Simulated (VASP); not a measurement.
# Se in VASP: further runs, part 3 of 3

VASP 6.6.1. Earlier steps stand in the parts before.

## Step 4: Relaxation of cell and atoms, PBE (atoms moved at random)

File INCAR:

```
  PREC = Accurate
  ENCUT = 600
  EDIFF = 1E-7
  ISMEAR = -1
  SIGMA = 0.025
  LREAL = F
  LASPH = T
  NELM = 100
  ALGO = Normal
  ISIF = 3
  LWAVE = F
  LCHARG = F
  GGA = PE
  IBRION = 2
  NSW = 60
  EDIFFG = -0.01
```

File KPOINTS:

```
Automatic mesh
0
Gamma
  6 6 4
```

File POSCAR:

```
Se
1.0
    4.3662000000      0.0000000000      0.0000000000
   -2.1831000000      3.7812401180      0.0000000000
    0.0000000000      0.0000000000      4.9536000000
Se
3
Direct
    0.7743550000      0.7770590000      0.0023190000
    0.0012970000      0.2248720000      0.6661290000
    0.2256980000     -0.0024770000      0.3380270000
```

Potentials or basis: VASP PAW PBE potentials, release 64 (Se).

Run with:

```console
$ cat potpaw_PBE.64/Se/POTCAR > POTCAR
$ mpirun -np 1 vasp_std > vasp.out
```

OUTCAR:

```text
PREC = Accurate
   ENCUT = 600
   EDIFF = 1E-7
   ISMEAR = -1
   LREAL = F
   LASPH = T
   NELM = 100
   ISIF = 3
   GGA = PE
   IBRION = 2
   NSW = 60
   EDIFFG = -0.01

 ion  position               nearest neighbor table
   1  0.774  0.777  0.002-   2 2.38   3 2.38
   2  0.001  0.225  0.666-   3 2.36   1 2.38
   3  0.226  0.998  0.338-   2 2.36   1 2.38

  LATTYP: Found a hexagonal cell.
 ALAT       =     4.3662000000
 C/A-ratio  =     1.1345334616

  Lattice vectors:

 A1 = (   4.3662000000,   0.0000000000,   0.0000000000)
 A2 = (  -2.1831000000,   3.7812401180,   0.0000000000)
 A3 = (   0.0000000000,   0.0000000000,   4.9536000000)

Analysis of symmetry for initial positions (statically):
=====================================================================
 Subroutine PRICEL returns:
 Original cell was already a primitive cell.

 Routine SETGRP: Setting up the symmetry group for a
 hexagonal supercell.

 Subroutine GETGRP returns: Found  1 space group operations
 (whereof  1 operations were pure point group operations)
 out of a pool of 24 trial point group operations.

The static configuration has the point symmetry C_1 .

Analysis of symmetry for dynamics (positions and initial velocities):
=====================================================================
 Subroutine PRICEL returns:
 Original cell was already a primitive cell.

 Routine SETGRP: Setting up the symmetry group for a
 hexagonal supercell.

 Subroutine GETGRP returns: Found  1 space group operations
 (whereof  1 operations were pure point group operations)
 out of a pool of 24 trial point group operations.

The dynamic configuration has the point symmetry C_1 .

 Subroutine INISYM returns: Found  1 space group operations
 (whereof  1 operations are pure point group operations),
 and found     1 'primitive' translations

----------------------------------------------------------------------------------------

[... 147 lines left out ...]
  Direction    XX          YY          ZZ          XY          YZ          ZX
  --------------------------------------------------------------------------------------
  -------------------------------------------------------------------------------------
  Total        1.2153701      1.2039061      2.1586676     -0.0871317      0.0717223     -0.2218694
  in kB       23.8100501     23.5854610     42.2899850     -1.7069772      1.4050962     -4.3465942
  external PRESSURE =      29.8951654 kB  Pullay stress =       0.0000000 kB
[... 92 lines left out ...]
  FREE ENERGIE OF THE ION-ELECTRON SYSTEM (eV)
  ---------------------------------------------------
  free  energy   TOTEN  =       -10.5029215764 eV

  energy  without entropy=      -10.5029215762  energy(sigma->0) =      -10.50292158

[... ionic steps 4 to 20 ...]

--------------------------------------- Ionic step       21  -------------------------------------------

 number of electron      18.0000001 magnetization

------------------------ aborting loop because EDIFF is reached ----------------------------------------
[... 69 lines left out ...]
--------------------------------------- Ionic step       23  -------------------------------------------

 number of electron      18.0000001 magnetization

 Free energy of the ion-electron system (eV)
  ---------------------------------------------------
  ext. energy  EPLUGINS =         0.00000000
  ---------------------------------------------------
  free energy    TOTEN  =       -10.50907484 eV

  energy without entropy =      -10.50907484  energy(sigma->0) =      -10.50907484

 E-fermi :   2.3637     XC(G=0):  -8.4463

 val. band max:        1.8706205720   @ k =   0.5000   0.5000   0.5000
 cond. band min:       2.8743106500   @ k =   0.3333   0.3333   0.5000
 fundamental gap:      1.0036900780
 Fermi energy:         2.3637131277

 k-point     1 :       0.0000    0.0000    0.0000
  band No.  band energies     occupation
      1     -13.5078      2.00000
      2      -9.6974      2.00000
      3      -9.6938      2.00000
      4      -1.8530      2.00000
      5      -1.8485      2.00000
      6      -1.5642      2.00000
      7       0.0159      2.00000
      8       0.0205      2.00000
      9       1.5491      2.00000
     10       3.7733      0.00000
     11       3.7801      0.00000
     12       4.1436      0.00000
     13       7.7707      0.00000
[... 354 lines left out ...]
  band No.  band energies     occupation
      1     -13.1527      2.00000
      2     -11.1546      2.00000
      3      -8.4657      2.00000
      4      -2.5888      2.00000
      5      -2.0134      2.00000
      6      -1.2863      2.00000
      7       0.0967      2.00000
      8       0.3663      2.00000
      9       1.1116      2.00000
     10       3.5800      0.00000
     11       3.8635      0.00000
     12       4.1107      0.00000
     13       8.4262      0.00000

 [... further k-points ...]

------------------------ aborting loop because EDIFF is reached ----------------------------------------

  FORCE on cell =-STRESS in cart. coord.  units (eV):
  Direction    XX          YY          ZZ          XY          YZ          ZX
  --------------------------------------------------------------------------------------
  -------------------------------------------------------------------------------------
  Total        0.0069865      0.0057212      0.0253496     -0.0019888      0.0037093     -0.0117180
  in kB        0.1257245      0.1029552      0.4561718     -0.0357883      0.0667504     -0.2108688
  external PRESSURE =       0.2282838 kB  Pullay stress =       0.0000000 kB
[... 18 lines left out ...]
  FREE ENERGIE OF THE ION-ELECTRON SYSTEM (eV)
  ---------------------------------------------------
  free  energy   TOTEN  =       -10.5090748435 eV

  energy  without entropy=      -10.5090748434  energy(sigma->0) =      -10.50907484

 reached required accuracy - stopping structural energy minimisation
```

Run time: 24 min. Hardware: 1 thread of Oxide Virtual Turin-like, shared host; peak memory 0.24 GiB.

Results:

```yaml
Free_energy: -10.5091 eV
Relaxed_volume: 29.68 Å³/atom
Relaxed_cell: a = 4.511 Å, b = 4.514 Å, c = 5.046 Å, α = 90.08°, β = 89.87°, γ = 119.95°
Space_group_after_relaxing_to_0.1_Å: P3_121 (No. 152)
Energy_gained_by_relaxing: 14.8 meV/atom
Ionic_steps: 23
Pressure_after_relaxing: 0.0 GPa
Largest_force_after_relaxing: 0.010 eV/Å
Band_gap_on_the_k_mesh: 1.00 eV (least direct gap 1.22 eV)
```

Forces in eV/Å, atoms in the order of the input:
```
Se  -0.007  0.002 -0.001
Se   0.009  0.004 -0.001
Se  -0.002 -0.006  0.002
```

The path:
```csv
step,energy change (eV),largest force (eV/Å),pressure (GPa),volume (Å³)
1,0.0000,0.5193,2.99,81.78
2,-0.0058,0.5599,-2.19,87.94
3,-0.0384,0.1340,0.08,84.87
4,-0.0384,0.1257,0.13,84.81
5,-0.0400,0.0919,0.13,85.07
6,-0.0416,0.0526,0.13,85.64
7,-0.0422,0.0418,-0.01,86.14
8,-0.0422,0.0412,-0.01,86.14
9,-0.0428,0.0283,0.07,86.43
10,-0.0432,0.0507,0.19,86.83
11,-0.0429,0.1232,0.44,87.64
12,-0.0433,0.0712,0.26,87.07
13,-0.0435,0.0619,0.23,87.28
14,-0.0440,0.0381,0.12,87.89
15,-0.0442,0.0503,-0.08,89.12
16,-0.0443,0.0314,-0.01,88.64
17,-0.0443,0.0308,0.00,88.60
18,-0.0443,0.0265,0.00,88.64
19,-0.0444,0.0195,-0.01,88.78
20,-0.0445,0.0284,-0.02,89.05
21,-0.0445,0.0210,-0.02,88.96
22,-0.0445,0.0105,0.01,89.01
23,-0.0445,0.0098,0.02,89.03
```

Final structure:
```
Se
1.0
     4.51087    0.00112    0.00475
    -2.25444    3.91083   -0.00309
     0.00581   -0.00098    5.04618
Se
3
Cartesian
  1.7667 3.0515 0.0128
  4.0177 0.8568 3.3803
  0.9961 0.0017 1.6921
```

Caveat: the cell differs from its parent crystal (atoms moved at random). PBE usually gives volumes a little too large and moduli too small.

## Step 5: The runs side by side

```csv
task,level,spin,cell,k mesh,cutoff (eV),smearing,gap on the mesh (eV),pressure (GPa),largest force (eV/Å)
single point,PBE+D3(BJ),collinear,"a = 4.480, b = 4.480, c = 5.082 Å, angles 90.0, 90.0, 120.0°, 3 atoms, atomic positions A",7 × 7 × 6,500,methfessel-paxton 0.15 eV,1.13,-3.0,0.29
single point,PBE,off,"a = 4.519, b = 4.518, c = 5.044 Å, angles 90.0, 90.0, 120.0°, 3 atoms, atomic positions B",6 × 6 × 4,520,fermi-dirac 0.025 eV,1.02,0.1,0.03
relaxation of cell and atoms,PBE,off,"relaxed from a = 4.366, b = 4.366, c = 4.954 Å, angles 90.0, 90.0, 120.0°, 3 atoms, atomic positions C",6 × 6 × 4,600,fermi-dirac 0.025 eV,1.00,0.0,0.01
```

Alike in all rows: potentials or basis VASP PAW PBE potentials, release 64 (Se).

Caveats: three body term missing (at least some runs).

Total energies depend on the potentials used, so only differences within one code and one set of settings carry meaning.
